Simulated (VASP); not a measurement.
A run of VASP 6.6.1 is set up as follows.

INCAR

```
  ALGO = Normal
  EDIFF = 1E-6
  ENCUT = 500
  GGA = PE
  GGA_COMPAT = F
  ISIF = 2
  ISMEAR = 1
  LASPH = T
  LCHARG = F
  LREAL = F
  LWAVE = F
  NBANDS = 12
  NELM = 120
  PREC = Accurate
  SIGMA = 0.04
```

KPOINTS

```
k-points
0
Gamma
  6 6 6
```

The input POSCAR:

```
Tl
1.0
   -1.9410000000      1.9410000000      1.9410000000
    1.9410000000     -1.9410000000      1.9410000000
    1.9410000000      1.9410000000     -1.9410000000
Tl
1
Direct
    0.0000000000      0.0000000000      0.0000000000
```

Potentials or basis: VASP PAW PBE potentials, release 64 (Tl_d).

Launch:

```bash
$ cat potpaw_PBE.64/Tl_d/POTCAR > POTCAR
$ mpirun -np 1 vasp_std > vasp.out
```

(1) Predict the pressure.

(2) Estimate the band gap on the k mesh.

Answers

(1) 2.3 GPa.

(2) zero (an odd number of electrons rules out a gap without spin polarisation).

Caveat: the k points lie up to 0.38 Å⁻¹ apart, too coarse for converged energies and pressures of a metal; spin-orbit coupling is left out, which moves the levels of the heavy elements.
